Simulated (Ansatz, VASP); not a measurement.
# InSb in VASP and in Ansatz

Contents of INCAR:

```
SYSTEM = InSb
ALGO = Normal ; EDIFF = 1E-6
ENCUT = 520 ; GGA = PE
ISIF = 2 ; ISMEAR = 0
LASPH = .TRUE. ; LCHARG = .FALSE.
LREAL = .FALSE. ; LWAVE = .FALSE.
NBANDS = 16 ; NELM = 80
PREC = Accurate ; SIGMA = 0.15
```

File KPOINTS:

```
k-points
0
G
  14 14 14
  0 0 0
```

File POSCAR:

```
InSb
1.0
    0.0000000000      3.2963209252      2.7478131233
    3.2963209252      0.0000000000      2.7478131233
    3.2963209252      3.2963209252      0.0000000000
In Sb
1 1
Direct
    0.0000000000      0.0000000000      0.0000000000
    0.5000000000      0.5000000000      0.5000000000
```

Input for Ansatz:

```yaml
crystal:
  lattice:
    - [0.0, 3.2963209252, 2.7478131233]
    - [3.2963209252, 0.0, 2.7478131233]
    - [3.2963209252, 3.2963209252, 0.0]
  atoms:
    - { symbol: In, position: [0.0, 0.0, 0.0] }
    - { symbol: Sb, position: [0.5, 0.5, 0.5] }
basis:
  ecutwfc: 420
kpoints:
  mp_grid: { grid: [14, 14, 14] }
hamiltonian:
  xc: pbe
  pseudopotentials: { kind: paw, azcp: { folder: soft_1 } }
scf:
  occupations: { method: gaussian, width: 0.15 }
output:
  forces: true
  stress: true
  eigenvalues: true
  write_density: true
  write_potential: true
  elf: true
  volumetric_format: npy
```

Alike in both runs: task single point; functional PBE; k mesh 14 × 14 × 14; occupations gaussian, width 0.15 eV; no spin polarisation.

```csv
,VASP,Ansatz
version,VASP 6.6.1,Ansatz 0.2.0
potentials or method,"VASP PAW PBE potentials, release 64 (In_d, Sb), cutoff 520 eV","scalar-relativistic, plane waves, PAW"
valence electrons in the cell,18,28
```

Ansatz gave:

| Quantity | Value |
| --- | --- |
| gap on the k mesh at the Fermi level (eV) | none |
| pressure (GPa) | 2.6 |
| traceless stress, the component that is largest in VASP (GPa) | 12.65 |

Task: Estimate VASP's values.

Result: gap on the k mesh at the Fermi level (eV): none; pressure (GPa): 2.6; traceless stress, the component that is largest in VASP (GPa): 12.61.

A gap of «none» marks a metal or a gap that the smearing closes. VASP's potentials hold 18 valence electrons a cell and Ansatz's 28, so a difference there can come from the potentials and not from the codes.

Neither program's run includes spin-orbit coupling.
